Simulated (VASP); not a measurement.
SnO2: single point with r2SCAN

SnO2:

```
CELL_PARAMETERS angstrom
4.82881 0.00000 0.00000
0.00000 4.82881 0.00000
0.00000 0.00000 3.07268
ATOMIC_POSITIONS crystal
Sn 0.50000 0.50000 0.50000
Sn 0.00000 0.00000 0.00000
O 0.30437 0.30437 0.00000
O 0.80437 0.19563 0.50000
O 0.19563 0.80437 0.50000
O 0.69563 0.69563 0.00000
```

This cell differs from its parent crystal: uniaxial strain along c: -4.0 %, then relaxed in part.

```json
{"Program": "VASP 6.6.1", "Task": "single point", "Functional": "r2SCAN", "Potentials or basis": "VASP PAW PBE potentials, release 64 (Sn_d, O)", "Cutoff": "520 eV", "k mesh": "6 × 6 × 8", "Occupations": "gaussian, width 0.02 eV", "Spin": "no spin polarisation"}
```

```json
{"Pressure": "6.1 GPa", "Largest force": "0.059 eV/Å", "Band gap on the k mesh": "2.07 eV"}
```

Forces on the atoms (eV/Å):
```
Sn   0.000  0.000  0.000
Sn   0.000  0.000  0.000
O   -0.041 -0.041  0.000
O   -0.041  0.041  0.000
O    0.041 -0.041  0.000
O    0.041  0.041  0.000
```

Stress tensor (GPa, compression positive):
```
 0.93  0.00  0.00
 0.00  0.93  0.00
 0.00  0.00 16.43
```

Levels at points of the mesh, in eV from the valence-band top:
```csv
k point,band 24,band 25,band 26,band 27,band 28,band 29
"(0.00, 0.00, 0.00)",-0.87,-0.87,0.00,2.07,7.51,7.51
"(0.50, 0.00, 0.00)",-1.04,-0.68,-0.68,5.19,5.19,8.36
"(0.50, 0.50, 0.00)",-1.13,-1.05,-1.05,5.80,5.80,8.63
"(0.00, 0.00, 0.50)",-1.68,-1.29,-1.29,7.04,7.04,10.40
"(0.50, 0.00, 0.50)",-1.18,-0.80,-0.80,7.26,7.26,8.61
"(0.50, 0.50, 0.50)",-1.01,-0.95,-0.95,5.50,5.50,9.74
```

It took 5.9 min on 1 thread of Intel Xeon 8259CL, with other jobs on the host, peak memory 0.24 GiB.

Caveat: the cell differs from its parent crystal (uniaxial strain along c: -4.0 %, then relaxed in part); the stress differs along the axes, from 1 to 16 GPa; the PAW data sets were made with another functional, which shifts forces and pressure a little; spin-orbit coupling is left out, which moves the levels of the heavy elements.
